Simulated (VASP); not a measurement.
Write the native input for VASP 6.6.1 that does the following.

```
Task                   : single point
Functional             : PBE
Potentials or basis    : VASP PAW PBE potentials, release 64 (Si, F)
Cutoff                 : 520 eV
k mesh                 : 24 × 24 × 14
Occupations            : gaussian, width 0.1 eV
Spin                   : no spin polarisation
Dipole correction      : no
Further INCAR settings : ALGO = Normal; EDIFF = 1e-06; NBANDS = 12
```

The structure of SiF lies in POSCAR:

```
SiF
1.0
    2.7024151370      0.0000000000      0.0000000000
   -1.3512075685      2.3403601602      0.0000000000
    0.0000000000      0.0000000000      3.8726578125
Si F
1 1
Direct
    0.6666666667      0.3333333333      0.0000000000
    0.0000000000      0.0000000000      0.5000000000
```

The input as run:

INCAR

```
SYSTEM = SiF
PREC     = Accurate       ! precision mode
ENCUT    = 520            ! plane-wave cutoff, eV
EDIFF    = 1E-6           ! SCF threshold, eV
ISMEAR   = 0              ! smearing method
SIGMA    = 0.1            ! smearing width, eV
LREAL    = .FALSE.        ! projectors in reciprocal space
LASPH    = .TRUE.         ! aspherical terms in the spheres
NELM     = 60             ! most SCF steps
ALGO     = Normal         ! electronic algorithm
ISIF     = 2              ! what is computed and relaxed
LWAVE    = .FALSE.        ! write WAVECAR
LCHARG   = .FALSE.        ! write CHGCAR
GGA      = PE             ! functional
NBANDS   = 12             ! bands
```

KPOINTS

```
regular mesh
0
G
  24 24 14
  0 0 0
```

Potentials or basis: VASP PAW PBE potentials, release 64 (Si, F).

Command:

```sh
$ cat potpaw_PBE.64/Si/POTCAR potpaw_PBE.64/F/POTCAR > POTCAR
$ mpirun -np 1 vasp_std > vasp.out
```

It gave:

- Pressure: -0.2 GPa

Caveat: an odd number of electrons without spin polarisation forces a metal; a magnetic or distorted state may lie lower.

Wall time 71 s on 1 thread of Intel Xeon 6975P-C, with other jobs on the host, peak memory 0.24 GiB.
